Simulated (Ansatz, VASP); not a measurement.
**Zn2Se: VASP beside Ansatz**

```
CELL_PARAMETERS angstrom
-2.65876 2.65876 4.02253
2.65876 -2.65876 4.02253
2.65876 2.65876 -4.02253
ATOMIC_POSITIONS crystal
Zn 0.33303 0.33303 0.00000
Zn 0.08303 0.58303 0.50000
Zn 0.41697 0.91697 0.50000
Zn 0.66697 0.66697 0.00000
Se 0.00000 0.00000 0.00000
Se 0.75000 0.25000 0.50000
```

Alike in both runs: functional PBE; k mesh 10 × 10 × 10; occupations gaussian, width 0.1 eV; no spin polarisation.

Ansatz relaxed the structure, and its values are those at the end. VASP's run is a single point on that final structure, the one shown.

|  | VASP | Ansatz |
| --- | --- | --- |
| version | VASP 6.6.1 | Ansatz 0.2.0 |
| potentials or method | VASP PAW PBE potentials, release 64 (Zn, Se), cutoff 520 eV | scalar-relativistic, plane waves, PAW |
| valence electrons in the cell | 60 | 80 |

|  | VASP | Ansatz | Ansatz less VASP |
| --- | --- | --- | --- |
| gap on the k mesh at the Fermi level (eV) | none | none | - |
| pressure (GPa) | 0.2 | 0.0 | -0.22 |

A gap of «none» marks a metal or a gap that the smearing closes. The functional is the same, so the differences come from potentials, cutoffs and numerics. VASP's potentials hold 60 valence electrons a cell and Ansatz's 80, so a difference there can come from the potentials and not from the codes.
